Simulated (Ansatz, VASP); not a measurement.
**Two plane-wave programs on WSe2**

The input POSCAR:

```
WSe2
1.0
    3.2820020000      0.0000000000      0.0000000000
   -1.6410010000      2.8422971100      0.0000000000
    0.0000000000      0.0000000000     12.9600000000
W Se
2 4
Direct
    0.3333333300      0.6666666700      0.2500000000
    0.6666666700      0.3333333300      0.7500000000
    0.3333333300      0.6666666700      0.6211000000
    0.6666666700      0.3333333300      0.1211000000
    0.3333333300      0.6666666700      0.8789000000
    0.6666666700      0.3333333300      0.3789000000
```

The input INCAR.step1:

```
PREC = Accurate
ENCUT = 520
ISMEAR = -1
SIGMA = 0.03
LREAL = False
LASPH = True
NELM = 150
ISPIN = 2
MAGMOM = 1 1 0 0 0 0
LMAXMIX = 4
NBANDS = 39
GGA = PE
ALGO = Normal
EDIFF = 1E-4
LWAVE = True
LCHARG = False
```

Contents of INCAR.step2:

```
PREC = Accurate
ENCUT = 520
EDIFF = 1E-7
ISMEAR = -1
SIGMA = 0.03
LREAL = False
LASPH = True
NELM = 150
ALGO = Normal
ISIF = 2
LWAVE = False
LCHARG = False
ISPIN = 2
MAGMOM = 1 1 0 0 0 0
LORBIT = 11
LMAXMIX = 4
METAGGA = R2SCAN
LMIXTAU = True
NBANDS = 39
ISTART = 1
```

Contents of KPOINTS:

```
regular mesh
0
Gamma
  7 7 2
```

Input for Ansatz:

```yaml
crystal:
  lattice:
    - [3.282002, 0.0, 0.0]
    - [-1.641001, 2.84229711, 0.0]
    - [0.0, 0.0, 12.96]
  atoms:
    - { symbol: W, position: [0.33333333, 0.66666667, 0.25], spin: 1.0 }
    - { symbol: W, position: [0.66666667, 0.33333333, 0.75], spin: 1.0 }
    - { symbol: Se, position: [0.33333333, 0.66666667, 0.6211] }
    - { symbol: Se, position: [0.66666667, 0.33333333, 0.1211] }
    - { symbol: Se, position: [0.33333333, 0.66666667, 0.8789] }
    - { symbol: Se, position: [0.66666667, 0.33333333, 0.3789] }
magnetization:
  spin_polarized: true
hamiltonian:
  xc: r2scan
  pseudopotentials: { kind: paw }
basis:
  ecutwfc: 500
kpoints:
  mp_grid: { grid: [7, 7, 2] }
scf:
  occupations: { method: fermi_dirac, width: 0.03 }
  lower_state_search: "off"
output:
  forces: true
  stress: true
```

Alike in both runs: task single point; functional r2SCAN; k mesh 7 × 7 × 2; occupations fermi-dirac, width 0.03 eV; collinear spin.

```csv
,VASP,Ansatz
version,VASP 6.6.1,Ansatz 0.2.0
potentials or method,"VASP PAW PBE potentials, release 64 (W_sv, Se), cutoff 520 eV","PAW, plane waves, scalar-relativistic"
valence electrons in the cell,52,92
```

|  | VASP | Ansatz | Ansatz less VASP |
| --- | --- | --- | --- |
| pressure (GPa) | 3.0 | 2.6 | -0.35 |
| traceless stress, the component that is largest in VASP (GPa) | -0.55 | -0.59 | -0.043 |
| rms of the force components (eV/Å) | 0.007 | 0.029 | +0.0221 |
| net moment per atom (μB) | 0.00 | 0.00 | 0.000 |

VASP's potentials were made for PBE, not for r2SCAN. Atom by atom the forces differ by 0.022 eV/Å (rms over components). VASP's potentials hold 52 valence electrons a cell and Ansatz's 92, so a difference there can come from the potentials and not from the codes. Ansatz's warnings: seeded moment not kept, stability check not made.

Neither program's run includes spin-orbit coupling.
